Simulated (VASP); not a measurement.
# LuHfO (P-6m2) in VASP: single point with PBE

Aim: the single point of LuHfO with PBE.

Program: VASP 6.6.1. These are calculated values, not measurements. Logs are shortened: lines on timing, memory, paths and dates and some standing lists are left out, and cuts for length are marked.

### 1 The cell of the first run

It takes space group P-6m2 (No. 187, hexagonal). The conventional cell has a = 4.024 Å, b = 4.024 Å, c = 4.122 Å, α = 90.00°, β = 90.00°, γ = 120.00°. Lu (site symmetry -6m2) has 6 Hf at 3.11 Å and 6 O at 3.11 Å and 8 Lu at 4.02 to 4.12 Å within 4.2 Å. Hf (site symmetry -6m2) has 3 O at 2.32 Å and 6 Lu at 3.11 Å within 3.2 Å. Within 3.2 Å of O (site symmetry -6m2) lie 3 Hf at 2.32 Å and 6 Lu at 3.11 Å.

The cell was generated, and may not be a known phase.

### 2 Single point, PBE

The input, INCAR:

```
PREC     = Accurate       # precision mode
ENCUT    = 600            # plane-wave cutoff, eV
EDIFF    = 1E-6           # SCF threshold, eV
ISMEAR   = 0              # smearing method
SIGMA    = 0.1            # smearing width, eV
LREAL    = F              # projectors in reciprocal space
LASPH    = T              # aspherical terms in the spheres
NELM     = 120            # most SCF steps
ALGO     = Normal         # electronic algorithm
ISIF     = 2              # what is computed and relaxed
LWAVE    = F              # write WAVECAR
LCHARG   = F              # write CHGCAR
GGA      = PE             # functional
NBANDS   = 28             # bands
GGA_COMPAT= F
```

The input, KPOINTS:

```
Automatic mesh
0
Gamma
  6 6 4
```

The input, POSCAR:

```
LuHfO
1.0
    4.0241624900      0.0000000000      0.0000000000
   -2.0120812500      3.4850269500      0.0000000000
    0.0000000000      0.0000000000      4.1217299600
Lu Hf O
1 1 1
Direct
    0.0000000000      0.0000000000      0.0000000000
    0.3333333300      0.6666666700      0.5000000000
    0.6666666700      0.3333333300      0.5000000000
```

Potentials or basis: VASP PAW PBE potentials, release 64 (Lu, Hf_pv, O).

Started as:

```
$ cat potpaw_PBE.64/Lu/POTCAR potpaw_PBE.64/Hf_pv/POTCAR potpaw_PBE.64/O/POTCAR > POTCAR
$ mpirun -np 1 vasp_std > vasp.out
```

OUTCAR:

```text
PREC = Accurate
   ENCUT = 600
   EDIFF = 1E-6
   ISMEAR = 0
   LREAL = F
   LASPH = T
   NELM = 120
   ISIF = 2
   GGA = PE

 ion  position               nearest neighbor table
   1  0.000  0.000  0.000-   2 3.11   2 3.11   2 3.11   2 3.11   2 3.11   2 3.11
   2  0.333  0.667  0.500-   3 2.32   3 2.32   3 2.32   1 3.11   1 3.11   1 3.11   1 3.11   1 3.11
                             1 3.11
   3  0.667  0.333  0.500-   2 2.32   2 2.32   2 2.32

  LATTYP: Found a hexagonal cell.
 ALAT       =     4.0241624900
 C/A-ratio  =     1.0242454101

  Lattice vectors:

 A1 = (   4.0241624900,   0.0000000000,   0.0000000000)
 A2 = (  -2.0120812500,   3.4850269500,   0.0000000000)
 A3 = (   0.0000000000,   0.0000000000,   4.1217299600)

Analysis of symmetry for initial positions (statically):
=====================================================================
 Subroutine PRICEL returns:
 Original cell was already a primitive cell.

 Routine SETGRP: Setting up the symmetry group for a
 hexagonal supercell.

 Subroutine GETGRP returns: Found 12 space group operations
 (whereof 12 operations were pure point group operations)
 out of a pool of 24 trial point group operations.

The static configuration has the point symmetry D_3h.

Analysis of symmetry for dynamics (positions and initial velocities):
=====================================================================
 Subroutine PRICEL returns:
 Original cell was already a primitive cell.

 Routine SETGRP: Setting up the symmetry group for a
 hexagonal supercell.

 Subroutine GETGRP returns: Found 12 space group operations
 (whereof 12 operations were pure point group operations)
 out of a pool of 24 trial point group operations.

The dynamic configuration has the point symmetry D_3h.

 Subroutine INISYM returns: Found 12 space group operations
 (whereof 12 operations are pure point group operations),
 and found     1 'primitive' translations

----------------------------------------------------------------------------------------

                                     Primitive cell

  volume of cell :      57.8044

  direct lattice vectors                    reciprocal lattice vectors
     4.024162490  0.000000000  0.000000000     0.248498912  0.143470914  0.000000000
    -2.012081250  3.485026950  0.000000000     0.000000000  0.286941827  0.000000000
     0.000000000  0.000000000  4.121729960     0.000000000  0.000000000  0.242616574

  length of vectors
     4.024162490  4.024162497  4.121729960     0.286941827  0.286941827  0.242616574

  position of ions in fractional coordinates (direct lattice)
     0.000000000  0.000000000  0.000000000
     0.333333330  0.666666670  0.500000000
     0.666666670  0.333333330  0.500000000

  ion indices of the primitive-cell ions
   primitive index   ion index
                 1           1
                 2           2
                 3           3

----------------------------------------------------------------------------------------

 KPOINTS: Automatic mesh

Automatic generation of k-mesh.
 Grid dimensions read from file:
 generate k-points for:    6    6    4

 Generating k-lattice:

  Cartesian coordinates                     Fractional coordinates (reciprocal lattice)
     0.041416485  0.023911819  0.000000000     0.166666667  0.000000000  0.000000000
     0.000000000  0.047823638  0.000000000     0.000000000  0.166666667  0.000000000
     0.000000000  0.000000000  0.060654143     0.000000000  0.000000000  0.250000000

  Length of vectors
     0.047823638  0.047823638  0.060654143

  Shift w.r.t. Gamma in fractional coordinates (k-lattice)
     0.000000000  0.000000000  0.000000000

 Subroutine IBZKPT returns following result:
 ===========================================

 Found     21 irreducible k-points:

 Following reciprocal coordinates:
            Coordinates               Weight
  0.000000  0.000000  0.000000      1.000000
  0.166667 -0.000000  0.000000      6.000000
  0.333333 -0.000000  0.000000      6.000000
  0.500000  0.000000  0.000000      3.000000
  0.166667  0.166667  0.000000      6.000000
  0.333333  0.166667  0.000000     12.000000
[... 13 lines left out ...]
  0.333333  0.166667  0.500000     12.000000
  0.333333  0.333333  0.500000      2.000000
   k-points           NKPTS =     21   k-points in BZ     NKDIM =     21   number of bands    NBANDS=     28
   number of dos      NEDOS =    301   number of ions     NIONS =      3
   total plane-waves  NPLWV =  36864
   dimension x,y,z NGX =    32 NGY =   32 NGZ =   36
   dimension x,y,z NGXF=    64 NGYF=   64 NGZF=   72
   ions per type =               1   1   1
   NGX,Y,Z   is equivalent  to a cutoff of  13.22, 13.22, 14.52 a.u.
   NGXF,Y,Z  is equivalent  to a cutoff of  26.44, 26.44, 29.04 a.u.
 SYSTEM =  unknown system
   PREC   = accura    normal or accurate (medium, high low for compatibility)
   ISTART =      0    job   : 0-new  1-cont  2-samecut
   ICHARG =      2    charge: 1-file 2-atom 10-const
   ISPIN  =      1    spin polarized calculation?
   LNONCOLLINEAR =      F non collinear calculations
   LSORBIT =      F    spin-orbit coupling
   LASPH  =      T    aspherical Exc in radial PAW
   ENCUT  =  600.0 eV  44.10 Ry    6.64 a.u.   8.04  8.04  8.23*2*pi/ulx,y,z
   NELM   =    120;   NELMIN=  2; NELMDL= -5     # of ELM steps
   EDIFF  = 0.1E-05   stopping-criterion for ELM
   LREAL  =      F    real-space projection
   EDIFFG = 0.1E-04   stopping-criterion for IOM
   NSW    =      0    number of steps for IOM
   IBRION =     -1    ionic relax: 0-MD 1-quasi-New 2-CG
   NFREE  =      0    steps in history (QN), initial steepest desc. (CG)
   ISIF   =      2    stress and relaxation
   ISYM   =      2    0-nonsym 1-usesym 2-fastsym
   POTIM  = 0.5000    time-step for ionic-motion
   TEBEG  =    0.0;   TEEND  =   0.0 temperature during run
   PSTRESS=    0.0 pullay stress
   NELECT =      41.0000    total number of electrons
   NUPDOWN=      -1.0000    fix difference up-down
   EMIN   =  10.00;   EMAX   =-10.00  energy-range for DOS
   EFERMI =   0.00;   METHOD = LEGACY
   ISMEAR =     0;   SIGMA  =   0.10  broadening in eV -4-tet -1-fermi 0-gaus
   EFERMI_NEDOS =   21; number of points for ismear=-14 and -15
   IALGO  =     38    algorithm
   IMIX   =      4    mixing-type and parameters
     AMIX     =   0.40;   BMIX     =  1.00
     AMIX_MAG =   1.60;   BMIX_MAG =  1.00
  volume/ion in A,a.u.               =      19.27       130.03
  Fermi-wavevector in a.u.,A,eV,Ry     =   1.459987  2.758976 29.001671  2.131563
  Thomas-Fermi vector in A             =   2.576490
   LORBIT       =      0    0 simple, 1 ext, 2 COOP (PROOUT), +10 PAW based schemes
   GGA     = PE    functional components
   LHFCALC =     F    Hartree Fock is set to
   AEXX    =    0.0000 exact exchange contribution
   IVDW    =     0    specifies the selected vdW correction
   LEPSILON=     F    determine dielectric tensor
   LRPA    =     F    only Hartree local field effects (RPA)
 non-spin polarized calculation
 Gauss-broadening in eV      SIGMA  =   0.10
  energy-cutoff  :      600.00
  volume of cell :       57.80
 maximum number of plane-waves:      1948
   NGX = 17   NGY = 17   NGZ = 17

 number of electron      41.0000009 magnetization

 Free energy of the ion-electron system (eV)
  ---------------------------------------------------
  ext. energy  EPLUGINS =         0.00000000
  ---------------------------------------------------
  free energy    TOTEN  =       -21.25762819 eV

  energy without entropy =      -21.22446020  energy(sigma->0) =      -21.24104419

 E-fermi :   4.1059     XC(G=0): -11.0569

 val. band max:        4.1057870358   @ k =   0.3333   0.3333   0.5000
 cond. band min:       4.1101621579   @ k =   0.3333  -0.0000   0.2500
 fundamental gap:      0.0043751221
 Fermi energy:         4.1058605360

 k-point     1 :       0.0000    0.0000    0.0000
  band No.  band energies     occupation
      1     -52.4771      2.00000
      2     -27.2361      2.00000
      3     -27.2361      2.00000
      4     -27.1434      2.00000
      5     -23.1216      2.00000
      6     -23.1216      2.00000
[... 20 lines left out ...]
     27       8.6048      0.00000
     28       8.6344      0.00000

 k-point     2 :       0.1667   -0.0000    0.0000
  band No.  band energies     occupation
      1     -52.4766      2.00000
      2     -27.2596      2.00000
      3     -27.2418      2.00000
      4     -27.1374      2.00000
      5     -23.1448      2.00000
      6     -23.1259      2.00000
[... 20 lines left out ...]
     27       8.5953      0.00000
     28       9.1586      0.00000

 k-point     3 :       0.3333   -0.0000    0.0000
  band No.  band energies     occupation
      1     -52.4756      2.00000
      2     -27.3065      2.00000
      3     -27.2532      2.00000
      4     -27.1254      2.00000
      5     -23.1891      2.00000
      6     -23.1378      2.00000
[... 20 lines left out ...]
     27       7.9005      0.00000
     28       9.4053      0.00000

 k-point     4 :       0.5000    0.0000    0.0000
  band No.  band energies     occupation
      1     -52.4751      2.00000
      2     -27.3299      2.00000
      3     -27.2589      2.00000
      4     -27.1194      2.00000
      5     -23.2103      2.00000
      6     -23.1437      2.00000
[... 20 lines left out ...]
     27       8.5433      0.00000
     28       8.8448      0.00000

 k-point     5 :       0.1667    0.1667    0.0000
  band No.  band energies     occupation
      1     -52.4759      2.00000
      2     -27.2926      2.00000
      3     -27.2526      2.00000
      4     -27.1284      2.00000
      5     -23.1740      2.00000
      6     -23.1348      2.00000
[... 20 lines left out ...]
     27       7.9542      0.00000
     28       9.5994      0.00000

 k-point     6 :       0.3333    0.1667    0.0000
  band No.  band energies     occupation
      1     -52.4751      2.00000
      2     -27.3243      2.00000
      3     -27.2647      2.00000
      4     -27.1194      2.00000
      5     -23.1987      2.00000
      6     -23.1441      2.00000
[... 370 lines left out ...]
      5     -23.1746      2.00000
      6     -23.1602      2.00000
[... 20 lines left out ...]
     27       8.4843      0.00000
     28       8.5965      0.00000

 k-point    19 :       0.1667    0.1667    0.5000
  band No.  band energies     occupation
      1     -52.4751      2.00000
      2     -27.2959      2.00000
      3     -27.2463      2.00000
      4     -27.1567      2.00000
      5     -23.1783      2.00000
      6     -23.1580      2.00000
[... 20 lines left out ...]
     27       8.8832      0.00000
     28       9.1381      0.00000

 k-point    20 :       0.3333    0.1667    0.5000
  band No.  band energies     occupation
      1     -52.4743      2.00000
      2     -27.3287      2.00000
      3     -27.2632      2.00000
      4     -27.1619      2.00000
      5     -23.1772      2.00000
      6     -23.1602      2.00000
[... 20 lines left out ...]
     27       8.4550      0.00000
     28       8.7364      0.00000

 k-point    21 :       0.3333    0.3333    0.5000
  band No.  band energies     occupation
      1     -52.4740      2.00000
      2     -27.3145      2.00000
      3     -27.2941      2.00000
      4     -27.1635      2.00000
      5     -23.1854      2.00000
      6     -23.1544      2.00000
[... 20 lines left out ...]
     27       8.0573      0.00000
     28       8.3743      0.00000

------------------------ aborting loop because EDIFF is reached ----------------------------------------

  FORCE on cell =-STRESS in cart. coord.  units (eV):
  Direction    XX          YY          ZZ          XY          YZ          ZX
  --------------------------------------------------------------------------------------
  -------------------------------------------------------------------------------------
  Total       -2.9927899     -2.9927899      2.9326688      0.0000000     -0.0000000     -0.0000000
  in kB      -82.9517633    -82.9517636     81.2853755      0.0000001     -0.0000000     -0.0000000
  external PRESSURE =     -28.2060504 kB  Pullay stress =       0.0000000 kB

 VOLUME and BASIS-vectors are now :
 -----------------------------------------------------------------------------
  energy-cutoff  :      600.00
  volume of cell :       57.80
      direct lattice vectors                 reciprocal lattice vectors
     4.024162490  0.000000000  0.000000000     0.248498912  0.143470914  0.000000000
    -2.012081250  3.485026950  0.000000000     0.000000000  0.286941827  0.000000000
     0.000000000  0.000000000  4.121729960     0.000000000  0.000000000  0.242616574

 POSITION                                       TOTAL-FORCE (eV/Angst)
 -----------------------------------------------------------------------------------
      0.00000      0.00000      0.00000         0.000000      0.000000      0.000000
     -0.00000      2.32335      2.06086        -0.000000      0.000000      0.000000
      2.01208      1.16168      2.06086         0.000000      0.000000      0.000000
 -----------------------------------------------------------------------------------
    total drift:                               -0.000019      0.000011      0.000000

  FREE ENERGIE OF THE ION-ELECTRON SYSTEM (eV)
  ---------------------------------------------------
  free  energy   TOTEN  =       -21.2576281881 eV

  energy  without entropy=      -21.2244601950  energy(sigma->0) =      -21.24104419
```

It took 26 s on 1 thread of Intel Xeon Platinum 8375C at 2.90GHz (Ice Lake), shared host; peak memory 0.22 GiB.

Results:

| Quantity | Value |
| --- | --- |
| Free energy | -21.2576 eV |
| Pressure | -2.8 GPa |
| Band gap on the k mesh | zero (an odd number of electrons rules out a gap without spin polarisation) |

Levels at points of the mesh, in eV from the Fermi level:
```csv
k point,band 17,band 18,band 19,band 20,band 21,band 22,band 23,band 24,band 25,band 26
"(0.00, 0.00, 0.00)",-5.25,-4.90,-4.30,-1.73,0.73,0.73,1.74,1.74,3.90,3.90
"(0.50, 0.00, 0.00)",-4.87,-4.78,-2.55,-1.26,-0.24,0.52,1.57,2.47,2.76,3.70
"(0.00, 0.00, 0.50)",-5.30,-5.30,-0.91,-0.75,-0.63,-0.63,1.69,1.69,2.22,3.65
"(0.50, 0.00, 0.50)",-5.31,-4.94,-1.16,-0.09,0.45,0.62,0.71,1.05,3.10,3.50
```

Caveat: the k points lie up to 0.38 Å⁻¹ apart, too coarse for converged energies and pressures of a metal; spin-orbit coupling is left out, which moves the levels of the heavy elements.
